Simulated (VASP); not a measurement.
Here is a VASP 6.6.1 calculation.

INCAR

```
SYSTEM = W
PREC = Accurate
ENCUT = 520
EDIFF = 1E-6
ISMEAR = 0
SIGMA = 0.15
LREAL = .FALSE.
LASPH = .TRUE.
NELM = 80
ALGO = Fast
ISIF = 2
LWAVE = .FALSE.
LCHARG = .FALSE.
GGA = PS
NBANDS = 13
```

KPOINTS

```
regular mesh
0
G
  20 20 20
  0 0 0
```

Contents of POSCAR:

```
W
1.0
   -1.6771650000      1.6771650000      1.6372325000
    1.6771650000     -1.6771650000      1.6372325000
    1.6771650000      1.6771650000     -1.6372325000
W
1
Direct
    0.0000000000      0.0000000000      0.0000000000
```

Potentials or basis: VASP PAW PBE potentials, release 64 (W_sv).

Run with:

```bash
$ cat potpaw_PBE.64/W_sv/POTCAR > POTCAR
$ mpirun -np 1 vasp_std > vasp.out
```

Estimate the pressure.

-36.7 GPa.

What does it give for the band gap on the k mesh?

Zero (band 7 reaches 13.36 eV, above the bottom of band 8 at 8.27 eV).

Stress tensor (GPa, compression positive):
```
-38.58   0.00   0.00
  0.00 -38.58   0.00
  0.00   0.00 -32.89
```

Caveat: the cell differs from its parent crystal (strain +0.050 along x and y, +0.025 along z); the PAW data sets were made with another functional, which shifts forces and pressure a little; spin-orbit coupling is left out, which moves the levels of the heavy elements.
